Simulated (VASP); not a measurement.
The system is GaN.

```
Ga N
1.0
     0.00000    2.27418    2.27418
     2.27418    0.00000    2.27418
     2.27418    2.27418    0.00000
Ga N
1 1
Direct
  0.00000 0.00000 0.00000
  0.25000 0.25000 0.25000
```

| Property | Result |
| --- | --- |
| Program | VASP 6.6.1 |
| Task | relaxation of cell and atoms |
| Functional | r2SCAN |
| Potentials or basis | VASP PAW PBE potentials, release 64 (Ga_d, N) |
| Cutoff | 600 eV |
| k mesh | 8 × 8 × 8 |
| Occupations | fermi-dirac, width 0.02 eV |
| Spin | no spin polarisation |

At the start: pressure -5.1 GPa; volume 11.76 Å³/atom.

Problem. Where does the relaxation end?

Solution. Over 4 steps the energy falls by 5.3 meV/atom and the volume is 11.44 Å³/atom (-2.7 %); space group F-43m (No. 216, to 0.05 Å).

Step by step:
```csv
step,energy change (eV),largest force (eV/Å),pressure (GPa),volume (Å³)
1,0.0000,0.0000,-5.08,23.52
2,-0.0005,0.0000,6.22,22.28
3,-0.0106,0.0000,0.19,22.86
4,-0.0106,0.0000,-0.06,22.88
```

Final structure:
```
CELL_PARAMETERS angstrom
0.00000 2.25336 2.25336
2.25336 0.00000 2.25336
2.25336 2.25336 0.00000
ATOMIC_POSITIONS crystal
Ga 0.00000 0.00000 0.00000
N 0.25000 0.25000 0.25000
```

Caveat: the PAW data sets were made with another functional, which shifts forces and pressure a little.
